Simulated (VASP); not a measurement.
Set up this calculation in VASP 6.6.1, as the native input.

* Task: single point
* Functional: PBE
* Potentials or basis: VASP PAW PBE potentials, release 64 (C)
* Cutoff: 600 eV
* k mesh: 8 × 8 × 8
* Occupations: gaussian, width 0.1 eV
* Spin: no spin polarisation
* Dipole correction: no
* Further INCAR settings: ALGO = Normal; EDIFF = 1e-06; NBANDS = 11

The structure of C lies in POSCAR:

```
C
1.0
    0.0000000000      2.2589656651      2.2589656651
    2.2589656651      0.0000000000      2.2589656651
    2.2589656651      2.2589656651      0.0000000000
C
2
Direct
    0.0000000000      0.0000000000      0.0000000000
    0.2500000000      0.2500000000      0.2500000000
```

The input as run:

INCAR

```
SYSTEM = C
  PREC = Accurate
  ENCUT = 600
  EDIFF = 1E-6
  ISMEAR = 0
  SIGMA = 0.1
  LREAL = .False.
  LASPH = .True.
  NELM = 120
  ALGO = Normal
  ISIF = 2
  LWAVE = .False.
  LCHARG = .False.
  GGA = PE
  NBANDS = 11
  GGA_COMPAT = .False.
```

KPOINTS

```
Automatic mesh
0
Gamma
  8 8 8
  0 0 0
```

Potentials or basis: VASP PAW PBE potentials, release 64 (C).

Launch:

```console
$ cat potpaw_PBE.64/C/POTCAR > POTCAR
$ mpirun -np 1 vasp_std > vasp.out
```

Results of the run:

```yaml
Pressure: -70.9 GPa
Band_gap_on_the_k_mesh: 1.01 eV
```

Caveat: the cell stands under tension.

It took 7.1 s on 1 thread of Intel(R) Xeon(R) Platinum 8259CL CPU @ 2.50GHz (Skylake/Cascade Lake) (shared host), peak memory 0.14 GiB.
